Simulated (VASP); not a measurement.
A run of VASP 6.6.1:

Contents of INCAR:

```
PREC = Accurate
ENCUT = 520
EDIFF = 1E-6
ISMEAR = -1
SIGMA = 0.02
LREAL = F
LASPH = T
NELM = 80
ALGO = Normal
ISIF = 2
LWAVE = F
LCHARG = F
GGA = PE
NBANDS = 46
```

File KPOINTS:

```
Automatic mesh
0
Gamma
  6 4 4
```

The input POSCAR:

```
In4Sb3As
1.0
    4.6192373356      0.0000000000      0.0000000000
    0.0000000000      4.6183278449      6.5179223117
    0.0000000000     -4.6183278449      6.5179223117
As Sb In
1 3 4
Direct
    0.0000000000     -0.0004417971     -0.0004417971
    0.5000000000     -0.0005509418      0.5003380032
    0.5000000000      0.5003380032     -0.0005509418
    0.0000000000      0.5010197191      0.5010197191
    0.5000000000      0.8832536520      0.8832536520
    0.0000000000      0.8808471686      0.3607251138
    0.0000000000      0.3607251138      0.8808471686
    0.5000000000      0.3748090822      0.3748090822
```

Potentials or basis: VASP PAW PBE potentials, release 64 (As, Sb, In_d).

Command:

```bash
$ cat potpaw_PBE.64/As/POTCAR potpaw_PBE.64/Sb/POTCAR potpaw_PBE.64/In_d/POTCAR > POTCAR
$ mpirun -np 1 vasp_std > vasp.out
```

Hardware: 1 thread of Intel(R) Xeon(R) Platinum 8488C (Sapphire Rapids) (shared host).

How long does it take, and how much memory?

Run time: 4.4 min on 1 thread of Intel(R) Xeon(R) Platinum 8488C (Sapphire Rapids), on a shared host, peak memory 0.54 GiB. Counts: scf iterations 15, k points 28.
